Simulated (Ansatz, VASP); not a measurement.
# Two plane-wave programs on CdS

```
CELL_PARAMETERS angstrom
0.00000 2.72678 2.80858
2.72678 0.00000 2.80858
2.72678 2.72678 0.00000
ATOMIC_POSITIONS crystal
Cd 0.00000 0.00000 0.00000
S 0.50000 0.50000 0.50000
```

Change from the starting cell: uniaxial_z strain +3.0%.

Alike in both runs: task single point; functional r2SCAN; k mesh 8 × 8 × 8; occupations fermi-dirac, width 0.02 eV; no spin polarisation.

|  | VASP | Ansatz |
| --- | --- | --- |
| version | VASP 6.6.1 | Ansatz 0.2.0 |
| potentials or method | VASP PAW PBE potentials, release 64 (Cd_sv_GW, S) | plane waves, PAW |
| plane-wave cutoff (eV) | 600 | 500 |
| valence electrons in the cell | 26 | 26 |

|  | VASP | Ansatz | Ansatz less VASP |
| --- | --- | --- | --- |
| pressure (GPa) | -2.6 | -2.1 | +0.48 |
| traceless stress, the component that is largest in VASP (GPa) | -1.24 | -1.26 | -0.024 |

VASP's potentials were made for PBE, not for r2SCAN.
